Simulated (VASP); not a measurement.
# Ga4N5 in VASP: single point with PBE

Aim: the single point of Ga4N5 with PBE.

Program: VASP 6.6.1. These are calculated values, not measurements. Logs are shortened: lines on timing, memory, paths and dates and some standing lists are left out, and cuts for length are marked.

**1. The cell of the first run**

The cell holds a slab with vacuum, 9 atoms: a = 3.219 Å, b = 3.219 Å, c = 24.028 Å, α = 90.00°, β = 90.00°, γ = 120.00°.

**2. Single point, PBE, collinear spin**

File INCAR:

```
SYSTEM = Ga4N5
PREC = Accurate ; ENCUT = 520
EDIFF = 1E-7 ; ISMEAR = 0
SIGMA = 0.05 ; LREAL = .False.
LASPH = .True. ; NELM = 150
ALGO = Normal ; ISIF = 2
LWAVE = .False. ; LCHARG = .True.
ISPIN = 2 ; MAGMOM = 0 0 0 0 3 0 0 0 0
LORBIT = 11 ; LDIPOL = .True.
IDIPOL = 3 ; DIPOL = 0.5 0.5 0.373
GGA = PE ; LELF = .True.
LVHAR = .True. ; LVACPOTAV = .True.
NBANDS = 52
```

File KPOINTS:

```
Automatic mesh
0
Gamma
  9 9 1
  0 0 0
```

File POSCAR:

```
Ga4N5
1.0
    3.2186527295      0.0000000000      0.0000000000
   -1.6093263648      2.7874350297      0.0000000000
    0.0000000000      0.0000000000     24.0281843518
N Ga
5 4
Direct
    0.3333333333      0.6666666667      0.1664711716
    0.6666666667      0.3333333333      0.2755823724
    0.3333333333      0.6666666667      0.3877397629
    0.6666666667      0.3333333333      0.4977426840
    0.3333333333      0.6666666667      0.6036185126
    0.6666666667      0.3333333333      0.1933710436
    0.3333333333      0.6666666667      0.3024822443
    0.6666666667      0.3333333333      0.4109598618
    0.3333333333      0.6666666667      0.5213953817
```

Potentials or basis: VASP PAW PBE potentials, release 64 (N, Ga_d).

Command:

```sh
$ cat potpaw_PBE.64/N/POTCAR potpaw_PBE.64/Ga_d/POTCAR > POTCAR
$ mpirun -np 1 vasp_std > vasp.out
```

OUTCAR:

```text
SYSTEM = Ga4N5
   PREC = Accurate
   ENCUT = 520
   EDIFF = 1E-7
   ISMEAR = 0
   LREAL = .False.
   LASPH = .True.
   NELM = 150
   ISIF = 2
   ISPIN = 2
   LORBIT = 11
   GGA = PE

 ion  position               nearest neighbor table
   1  0.333  0.667  0.166-   6 1.97   6 1.97   6 1.97
   2  0.667  0.333  0.276-   7 1.97   7 1.97   7 1.97   6 1.98
   3  0.333  0.667  0.388-   8 1.94   8 1.94   8 1.94   7 2.05
   4  0.667  0.333  0.498-   9 1.94   9 1.94   9 1.94   8 2.09
   5  0.333  0.667  0.604-   9 1.98
   6  0.667  0.333  0.193-   1 1.97   1 1.97   1 1.97   2 1.98
   7  0.333  0.667  0.302-   2 1.97   2 1.97   2 1.97   3 2.05
   8  0.667  0.333  0.411-   3 1.94   3 1.94   3 1.94   4 2.09
   9  0.333  0.667  0.521-   4 1.94   4 1.94   4 1.94   5 1.98

  LATTYP: Found a hexagonal cell.
 ALAT       =     3.2186527295
 C/A-ratio  =     7.4652925839

  Lattice vectors:

 A1 = (   3.2186527295,   0.0000000000,   0.0000000000)
 A2 = (  -1.6093263648,   2.7874350297,   0.0000000000)
 A3 = (   0.0000000000,   0.0000000000,  24.0281843518)

Analysis of symmetry for initial positions (statically):
=====================================================================
 Subroutine PRICEL returns:
 Original cell was already a primitive cell.

 Routine SETGRP: Setting up the symmetry group for a
 hexagonal supercell.

 Subroutine GETGRP returns: Found  6 space group operations
 (whereof  6 operations were pure point group operations)
 out of a pool of 24 trial point group operations.

The static configuration has the point symmetry C_3v.

Analysis of symmetry for dynamics (positions and initial velocities):
=====================================================================
 Subroutine PRICEL returns:
 Original cell was already a primitive cell.

 Routine SETGRP: Setting up the symmetry group for a
 hexagonal supercell.

 Subroutine GETGRP returns: Found  6 space group operations
 (whereof  6 operations were pure point group operations)
 out of a pool of 24 trial point group operations.

The dynamic configuration has the point symmetry C_3v.

Analysis of structural, dynamic, and magnetic symmetry:
=====================================================================
 Subroutine PRICEL returns:
 Original cell was already a primitive cell.

 Routine SETGRP: Setting up the symmetry group for a
 hexagonal supercell.

 Subroutine GETGRP returns: Found  6 space group operations
 (whereof  6 operations were pure point group operations)
[... 155 lines left out ...]

 E-fermi :  -1.5606     XC(G=0):  -6.1622

 val. band max:       -1.5808749655   @ k =   0.3333  -0.0000   0.0000
 cond. band min:      -1.5596728277   @ k =   0.3333   0.2222   0.0000
 fundamental gap:      0.0212021378
 Fermi energy:        -1.5605710325

 spin component 1

 k-point     1 :       0.0000    0.0000    0.0000
  band No.  band energies     occupation
      1     -17.8506      1.00000
      2     -17.3037      1.00000
      3     -17.1523      1.00000
      4     -16.1299      1.00000
      5     -15.7825      1.00000
      6     -15.7529      1.00000
[... 625 lines left out ...]
     49       6.7209      0.00000
     50       7.0270      0.00000
 Fermi energy:        -1.5605710325

 spin component 2

 k-point     1 :       0.0000    0.0000    0.0000
  band No.  band energies     occupation
      1     -17.8116      1.00000
      2     -17.1986      1.00000
      3     -17.1225      1.00000
      4     -15.7847      1.00000
      5     -15.7514      1.00000
      6     -15.7514      1.00000
[... 625 lines left out ...]
     49       6.7831      0.00000
     50       7.0743      0.00000
 [bands above 50 left out]

------------------------ aborting loop because EDIFF is reached ----------------------------------------

  FORCE on cell =-STRESS in cart. coord.  units (eV):
  Direction    XX          YY          ZZ          XY          YZ          ZX
  --------------------------------------------------------------------------------------
  -------------------------------------------------------------------------------------
  Total        0.6732862      0.6732862     -1.2671927     -0.0000000      0.0000000     -0.0000000
  in kB        5.0039209      5.0039209     -9.4178855     -0.0000000      0.0000000     -0.0000000
  external PRESSURE =       0.1966521 kB  Pullay stress =       0.0000000 kB

 VOLUME and BASIS-vectors are now :
 -----------------------------------------------------------------------------
  energy-cutoff  :      520.00
  volume of cell :      215.58
      direct lattice vectors                 reciprocal lattice vectors
     3.218652730  0.000000000  0.000000000     0.310689001  0.179376378  0.000000000
    -1.609326365  2.787435030  0.000000000     0.000000000  0.358752756  0.000000000
     0.000000000  0.000000000 24.028184352     0.000000000  0.000000000  0.041617793

 POSITION                                       TOTAL-FORCE (eV/Angst)
 -----------------------------------------------------------------------------------
     -0.00000      1.85829      4.00000         0.000000     -0.000000      1.485361
      1.60933      0.92915      6.62174         0.000000     -0.000000      1.122709
     -0.00000      1.85829      9.31668         0.000000     -0.000000     -0.679410
      1.60933      0.92915     11.95985        -0.000000      0.000000     -1.093717
     -0.00000      1.85829     14.50386        -0.000000      0.000000      0.052865
      1.60933      0.92915      4.64636        -0.000000      0.000000     -2.068045
     -0.00000      1.85829      7.26810        -0.000000      0.000000     -0.293367
      1.60933      0.92915      9.87462         0.000000      0.000000      0.996111
     -0.00000      1.85829     12.52818         0.000000      0.000000      0.477492
 -----------------------------------------------------------------------------------
    total drift:                               -0.000002     -0.000003      0.000914

  FREE ENERGIE OF THE ION-ELECTRON SYSTEM (eV)
  ---------------------------------------------------
  free  energy   TOTEN  =       -50.1798896113 eV

  energy  without entropy=      -50.1636345717  energy(sigma->0) =      -50.17176209

 vacuum level on the upper side and lower side of the slab         6.233         5.965

 total charge

# of ion       s       p       d       tot
------------------------------------------
    1        1.267   2.330   0.000   3.598
    2        1.236   2.483   0.000   3.718
    3        1.229   2.498   0.000   3.726
    4        1.231   2.478   0.000   3.709
    5        1.340   2.042   0.000   3.382
    6        0.793   0.847  10.145  11.784
    7        0.783   0.837  10.148  11.769
    8        0.785   0.854  10.160  11.798
    9        0.803   0.892  10.159  11.855
--------------------------------------------------
tot          9.466  15.261  40.612  65.340

 magnetization (x)

# of ion       s       p       d       tot
------------------------------------------
    1       -0.000  -0.003   0.000  -0.003
    2        0.000   0.012   0.000   0.012
    3        0.000   0.020   0.000   0.020
    4        0.005   0.090   0.000   0.096
    5        0.040   1.393   0.000   1.433
    6       -0.000  -0.001   0.002   0.000
    7       -0.001   0.000   0.001   0.001
    8       -0.000   0.007   0.004   0.010
    9       -0.017  -0.004   0.033   0.012
--------------------------------------------------
tot          0.028   1.514   0.040   1.581
```

stdout:

```text
POSCAR found type information on POSCAR N Ga
 POSCAR found :  2 types and       9 ions
 scaLAPACK will be used
 LDA part: xc-table for (Slater+PW92), standard interpolation
 POSCAR, INCAR and KPOINTS ok, starting setup
 FFT: planning ... GRIDC
 FFT: planning ... GRID_SOFT
 FFT: planning ... GRID
 WAVECAR not read
 entering main loop
 -----------------------------------------------------------------------------
|                                                                             |
|           W    W    AA    RRRRR   N    N  II  N    N   GGGG   !!!           |
|           W    W   A  A   R    R  NN   N  II  NN   N  G    G  !!!           |
|           W    W  A    A  R    R  N N  N  II  N N  N  G       !!!           |
|           W WW W  AAAAAA  RRRRR   N  N N  II  N  N N  G  GGG   !            |
|           WW  WW  A    A  R   R   N   NN  II  N   NN  G    G                |
|           W    W  A    A  R    R  N    N  II  N    N   GGGG   !!!           |
|                                                                             |
|     Did not find any points to average over, which means that no vacuum     |
|     field-free region was found. Please increase the size of  your cell     |
|     in the dimension of the dipole correction to obtain accurate            |
|     workfunction values.                                                    |
|                                                                             |
 -----------------------------------------------------------------------------
```

Run time: 21 min. Hardware: 1 thread of Intel Xeon Platinum 8259CL at 2.50GHz (Skylake/Cascade Lake), shared host; peak memory 0.49 GiB.

Results:

* Free energy: -50.1799 eV
* Largest force: 2.068 eV/Å
* Net moment: 2.37 μB per cell
* Site moments: N -0.00, +0.01, +0.02, +0.10, +1.43; Ga +0.00, +0.01 (each value once) μB
* Valence electrons inside the program's atomic spheres: N 3.60, 3.72, 3.73, 3.71, 3.38; Ga 11.78, 11.77, 11.80, 11.86

Forces on the atoms (eV/Å):
```
N    0.000  0.000  1.485
N    0.000  0.000  1.123
N    0.000  0.000 -0.679
N    0.000  0.000 -1.094
N    0.000  0.000  0.053
Ga   0.000  0.000 -2.068
Ga   0.000  0.000 -0.293
Ga   0.000  0.000  0.996
Ga   0.000  0.000  0.477
```

Levels at points of the mesh, in eV from the Fermi level:
Spin up:
| k point | band 38 | band 39 | band 40 | band 41 | band 42 | band 43 |
| --- | --- | --- | --- | --- | --- | --- |
| (0.00, 0.00, 0.00) | -0.22 | 0.40 | 0.40 | 2.00 | 3.22 | 3.37 |
Spin down:
| k point | band 35 | band 36 | band 37 | band 38 | band 39 | band 40 |
| --- | --- | --- | --- | --- | --- | --- |
| (0.00, 0.00, 0.00) | -0.72 | 0.15 | 0.40 | 0.40 | 2.17 | 3.23 |
